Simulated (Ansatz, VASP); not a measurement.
# CO in VASP and in Ansatz

File INCAR:

```
SYSTEM = CO
ALGO = Normal ; EDIFF = 1E-7
EDIFFG = -0.01 ; ENCUT = 600
GGA = PE ; GGA_COMPAT = .FALSE.
IBRION = 2 ; ISIF = 3
ISMEAR = 0 ; LASPH = .TRUE.
LCHARG = .FALSE. ; LREAL = .FALSE.
LWAVE = .FALSE. ; NELM = 120
NELMIN = 4 ; NSW = 100
PREC = Accurate ; SIGMA = 0.1
```

KPOINTS

```
k-points
0
G
  14 14 12
  0 0 0
```

POSCAR

```
CO
1.0
    3.1217318116      0.0000000000      0.0000000000
    0.0000000000      3.1217318116      0.0000000000
    0.0000000000      0.0000000000      3.8263725419
C O
2 2
Direct
    0.0000000000      0.5000000000      0.1887448210
    0.5000000000      0.0000000000      0.8112551790
    0.0000000000      0.0000000000      0.0000000000
    0.5000000000      0.5000000000      0.0000000000
```

Input for Ansatz:

```yaml
crystal:
  lattice:
    - [3.1217318116, 0.0, 0.0]
    - [0.0, 3.1217318116, 0.0]
    - [0.0, 0.0, 3.8263725419]
  atoms:
    - { symbol: C, position: [0.0, 0.5, 0.188744821] }
    - { symbol: C, position: [0.5, 0.0, 0.811255179] }
    - { symbol: O, position: [0.0, 0.0, 0.0] }
    - { symbol: O, position: [0.5, 0.5, 0.0] }
basis:
  ecutwfc: 420
kpoints:
  mp_grid: { grid: [14, 14, 12] }
hamiltonian:
  xc: pbe
scf:
  occupations: { method: gaussian, width: 0.1 }
output:
  forces: true
  stress: true
  eigenvalues: true
relax:
  adjacent_minimum: "off"
  f_tol: 0.01
  max_steps: 80
  cell: { stress_tol: 0.05 }
```

Alike in both runs: task relaxation of cell and atoms; functional PBE; k mesh 14 × 14 × 12; occupations gaussian, width 0.1 eV; no spin polarisation.

|  | VASP | Ansatz |
| --- | --- | --- |
| version | VASP 6.6.1 | Ansatz 0.2.0 |
| potentials or method | VASP PAW PBE potentials, release 64 (C, O), cutoff 600 eV | scalar-relativistic, plane waves, PAW |
| valence electrons in the cell | 20 | 20 |

```csv
,VASP,Ansatz,Ansatz less VASP
"gap on the k mesh at the Fermi level, each at its own relaxed structure (eV)",none,none,-
relaxed volume (Å³/atom),8.99,9.17,+0.176
relaxed length of the cell vector where the two differ most in proportion (Å),3.702,3.765,+0.0633
```

A gap of «none» marks a metal or a gap that the smearing closes.
